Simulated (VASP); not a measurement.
# Ta (C2/c) in VASP: notebook

Runs on Ta. Level: RPBE. Tasks: single point.

Program: VASP 6.6.1. These are calculated values, not measurements. Logs are shortened: lines on timing, memory, paths and dates and some standing lists are left out, and cuts for length are marked.

## (1) The cell of the first run

The typed cell holds 2 atoms: a = 5.211 Å, b = 5.211 Å, c = 2.991 Å, α = 97.81°, β = 97.81°, γ = 147.58°.

## (2) Single point, RPBE

The input, INCAR:

```
SYSTEM = Ta
PREC = Accurate ; ENCUT = 520
EDIFF = 1E-7 ; ISMEAR = -1
SIGMA = 0.1 ; LREAL = .FALSE.
LASPH = .TRUE. ; NELM = 60
ALGO = Normal ; ISIF = 2
LWAVE = .FALSE. ; LCHARG = .FALSE.
GGA = RP ; NBANDS = 18
```

The input, KPOINTS:

```
regular mesh
0
G
  14 14 14
  0 0 0
```

The input, POSCAR:

```
Ta
1.0
   -3.5380720245      3.5379564970      1.4547618579
    3.5379564970     -3.5380720245      1.4547618579
    1.8477654046      1.8477654046     -1.4549734467
Ta
2
Direct
    0.9999356378      0.0000643622      1.0000000000
    0.7500643622      0.2499356378      0.5000000000
```

Potentials or basis: VASP PAW PBE potentials, release 64 (Ta_pv).

Started as:

```
> cat potpaw_PBE.64/Ta_pv/POTCAR > POTCAR
> mpirun -np 1 vasp_std > vasp.out
```

OUTCAR:

```text
SYSTEM = Ta
   PREC = Accurate
   ENCUT = 520
   EDIFF = 1E-7
   ISMEAR = -1
   LREAL = .FALSE.
   LASPH = .TRUE.
   NELM = 60
   ISIF = 2
   GGA = RP

 ion  position               nearest neighbor table
   1  1.000  0.000  0.000-   2 2.91   2 2.91   2 2.92   2 2.92   2 3.57   2 3.57   2 3.57   2 3.57

   2  0.750  0.250  0.500-   1 2.91   1 2.91   1 2.92   1 2.92   1 3.57   1 3.57   1 3.57   1 3.57

  Warning from LATTYP: Got some problem with cell dimensions!
  Tried to take original basis but could not verify dimensions!
  LATTYP: Found a base centered monoclinic cell.
 ALAT       =     2.9095237204
 B/A-ratio  =     3.4393998690
 C/A-ratio  =     1.0278456131
 COS(beta)  =    -0.4863345613

  Lattice vectors:

 A1 = (   3.5380720245,  -3.5379564970,  -1.4547618579)
 A2 = (  -3.5379564970,   3.5380720245,  -1.4547618579)
 A3 = (   1.8476498771,   1.8476498771,   1.4545502691)

Analysis of symmetry for initial positions (statically):
=====================================================================
 Subroutine PRICEL returns:
 Original cell was already a primitive cell.

 Routine SETGRP: Setting up the symmetry group for a
 base centered monoclinic supercell.

 Subroutine GETGRP returns: Found  4 space group operations
 (whereof  2 operations were pure point group operations)
 out of a pool of  4 trial point group operations.

The static configuration has the point symmetry C_2 .
 The point group associated with its full space group is C_2h.

Analysis of symmetry for dynamics (positions and initial velocities):
=====================================================================
 Subroutine PRICEL returns:
 Original cell was already a primitive cell.

 Routine SETGRP: Setting up the symmetry group for a
 base centered monoclinic supercell.

 Subroutine GETGRP returns: Found  4 space group operations
 (whereof  2 operations were pure point group operations)
 out of a pool of  4 trial point group operations.

The dynamic configuration has the point symmetry C_2 .
 The point group associated with its full space group is C_2h.

 Subroutine INISYM returns: Found  4 space group operations
 (whereof  2 operations are pure point group operations),
 and found     1 'primitive' translations

----------------------------------------------------------------------------------------

                                     Primitive cell

  volume of cell :      38.0404
[... 85 lines left out ...]
   LSORBIT =      F    spin-orbit coupling
   LASPH  =      T    aspherical Exc in radial PAW
   ENCUT  =  520.0 eV  38.22 Ry    6.18 a.u.   9.69  9.69  5.56*2*pi/ulx,y,z
   NELM   =     60;   NELMIN=  2; NELMDL= -5     # of ELM steps
   EDIFF  = 0.1E-06   stopping-criterion for ELM
   LREAL  =      F    real-space projection
   EDIFFG = 0.1E-05   stopping-criterion for IOM
   NSW    =      0    number of steps for IOM
   IBRION =     -1    ionic relax: 0-MD 1-quasi-New 2-CG
   NFREE  =      0    steps in history (QN), initial steepest desc. (CG)
   ISIF   =      2    stress and relaxation
   ISYM   =      2    0-nonsym 1-usesym 2-fastsym
   POTIM  = 0.5000    time-step for ionic-motion
   TEBEG  =    0.0;   TEEND  =   0.0 temperature during run
   PSTRESS=    0.0 pullay stress
   NELECT =      22.0000    total number of electrons
   NUPDOWN=      -1.0000    fix difference up-down
   EMIN   =  10.00;   EMAX   =-10.00  energy-range for DOS
   EFERMI =   0.00;   METHOD = LEGACY
   ISMEAR =    -1;   SIGMA  =   0.10  broadening in eV -4-tet -1-fermi 0-gaus
   EFERMI_NEDOS =   21; number of points for ismear=-14 and -15
   IALGO  =     38    algorithm
   IMIX   =      4    mixing-type and parameters
     AMIX     =   0.40;   BMIX     =  1.00
     AMIX_MAG =   1.60;   BMIX_MAG =  1.00
  volume/ion in A,a.u.               =      19.02       128.35
  Fermi-wavevector in a.u.,A,eV,Ry     =   1.363957  2.577506 25.312005  1.860380
  Thomas-Fermi vector in A             =   2.490315
   LORBIT       =      0    0 simple, 1 ext, 2 COOP (PROOUT), +10 PAW based schemes
   GGA     = RP    functional components
   LHFCALC =     F    Hartree Fock is set to
   AEXX    =    0.0000 exact exchange contribution
   IVDW    =     0    specifies the selected vdW correction
   LEPSILON=     F    determine dielectric tensor
   LRPA    =     F    only Hartree local field effects (RPA)
 non-spin polarized calculation
  energy-cutoff  :      520.00
  volume of cell :       38.04
 maximum number of plane-waves:      1048
   NGX = 19   NGY = 19   NGZ = 11

 number of electron      21.9999997 magnetization

 Free energy of the ion-electron system (eV)
  ---------------------------------------------------
  ext. energy  EPLUGINS =         0.00000000
  ---------------------------------------------------
  free energy    TOTEN  =       -22.42088282 eV

  energy without entropy =      -22.34567290  energy(sigma->0) =      -22.38327786

 E-fermi :   5.3598     XC(G=0): -12.2761

 val. band max:        5.3594220077   @ k =   0.4286   0.0000   0.2143
 cond. band min:       5.3616449592   @ k =  -0.3571   0.4286   0.1429
 fundamental gap:      0.0022229516
 Fermi energy:         5.3597786405

 k-point     1 :       0.0000    0.0000    0.0000
  band No.  band energies     occupation
      1     -29.1773      2.00000
      2     -28.2970      2.00000
      3     -28.1746      2.00000
      4     -28.1714      2.00000
      5     -28.1657      2.00000
      6     -28.1323      2.00000
[... 481 lines left out ...]
      5     -28.3329      2.00000
      6     -28.2426      2.00000
[... 10 lines left out ...]
     17      11.4672      0.00000
     18      13.2726      0.00000

 [... further k-points ...]

------------------------ aborting loop because EDIFF is reached ----------------------------------------

  FORCE on cell =-STRESS in cart. coord.  units (eV):
  Direction    XX          YY          ZZ          XY          YZ          ZX
  --------------------------------------------------------------------------------------
  -------------------------------------------------------------------------------------
  Total       -0.0085993     -0.0085993     -0.0205547     -0.0339922      0.0002824      0.0002824
  in kB       -0.3621840     -0.3621840     -0.8657211     -1.4316790      0.0118944      0.0118934
  external PRESSURE =      -0.5300297 kB  Pullay stress =       0.0000000 kB

 VOLUME and BASIS-vectors are now :
 -----------------------------------------------------------------------------
  energy-cutoff  :      520.00
  volume of cell :       38.04
      direct lattice vectors                 reciprocal lattice vectors
    -3.538072024  3.537956497  1.454761858     0.064661365  0.205983576  0.343709612
     3.537956497 -3.538072024  1.454761858     0.205983576  0.064661365  0.343709612
     1.847765405  1.847765405 -1.454973447     0.270605582  0.270605582  0.000021490

 POSITION                                       TOTAL-FORCE (eV/Angst)
 -----------------------------------------------------------------------------------
     -3.53762      3.53750      1.45476        -0.008673      0.008673     -0.000000
     -0.84564      2.69329      0.72728         0.008673     -0.008673      0.000000
 -----------------------------------------------------------------------------------
    total drift:                               -0.000000     -0.000000     -0.000000

  FREE ENERGIE OF THE ION-ELECTRON SYSTEM (eV)
  ---------------------------------------------------
  free  energy   TOTEN  =       -22.4208828199 eV

  energy  without entropy=      -22.3456728994  energy(sigma->0) =      -22.38327786
```

OSZICAR:

```text
N       E                     dE             d eps       ncg     rms          rms(c)
DAV:   1     0.173419422838E+03    0.17342E+03   -0.12472E+04 26792   0.124E+03
DAV:   2    -0.189256740692E+02   -0.19235E+03   -0.18927E+03 32892   0.357E+02
DAV:   3    -0.232866606096E+02   -0.43610E+01   -0.43010E+01 32236   0.506E+01
DAV:   4    -0.233194564645E+02   -0.32796E-01   -0.32750E-01 30698   0.464E+00
DAV:   5    -0.233196950337E+02   -0.23857E-03   -0.23856E-03 30612   0.380E-01    0.170E+01
DAV:   6    -0.226295344889E+02    0.69016E+00   -0.79578E-01 29924   0.786E+00    0.827E+00
DAV:   7    -0.224224304091E+02    0.20710E+00   -0.69924E-01 31736   0.698E+00    0.568E-01
DAV:   8    -0.224209585277E+02    0.14719E-02   -0.12686E-02 29308   0.959E-01    0.184E-01
DAV:   9    -0.224209032954E+02    0.55232E-04   -0.51166E-04 30826   0.208E-01    0.519E-02
DAV:  10    -0.224208818785E+02    0.21417E-04   -0.33953E-05 32464   0.569E-02    0.167E-02
DAV:  11    -0.224208829819E+02   -0.11033E-05   -0.54770E-06 28468   0.225E-02    0.854E-04
DAV:  12    -0.224208826517E+02    0.33018E-06   -0.70089E-08 19918   0.239E-03    0.823E-04
DAV:  13    -0.224208828292E+02   -0.17746E-06   -0.43299E-09 14336   0.643E-04    0.251E-04
DAV:  14    -0.224208828199E+02    0.93087E-08   -0.73641E-10 14030   0.252E-04
   1 F= -.22420883E+02 E0= -.22383278E+02  d E =-.752099E-01
```

stdout:

```text
POSCAR found type information on POSCAR Ta
 POSCAR found :  1 types and       2 ions
 scaLAPACK will be used
 -----------------------------------------------------------------------------
|                                                                             |
|                                                                             |
|     You enforced a specific xc type in the INCAR file but a different       |
|     I HOPE YOU KNOW WHAT YOU ARE DOING!                                     |
|                                                                             |
 -----------------------------------------------------------------------------

 LDA part: xc-table for (Slater+PW92), standard interpolation
 POSCAR, INCAR and KPOINTS ok, starting setup
 FFT: planning ... GRIDC
 FFT: planning ... GRID_SOFT
 FFT: planning ... GRID
 WAVECAR not read
 entering main loop
```

Run time: 20 min. Hardware: 1 thread of AMD EPYC 7R43 (Zen 3), shared host; peak memory 0.47 GiB.

What came out:

- Free energy: -22.4209 eV
- Pressure: -0.1 GPa
- Largest force: 0.012 eV/Å
- Band gap on the k mesh: zero (band 11 reaches 6.87 eV, above the bottom of band 12 at 4.43 eV)

Forces in eV/Å, atoms in the order of the input:
```
Ta  -0.009  0.009  0.000
Ta   0.009 -0.009  0.000
```

Caveat: the PAW data sets were made with another functional, which shifts forces and pressure a little; spin-orbit coupling is left out, which moves the levels of the heavy elements.

(Part 1 of 2 ends here.)
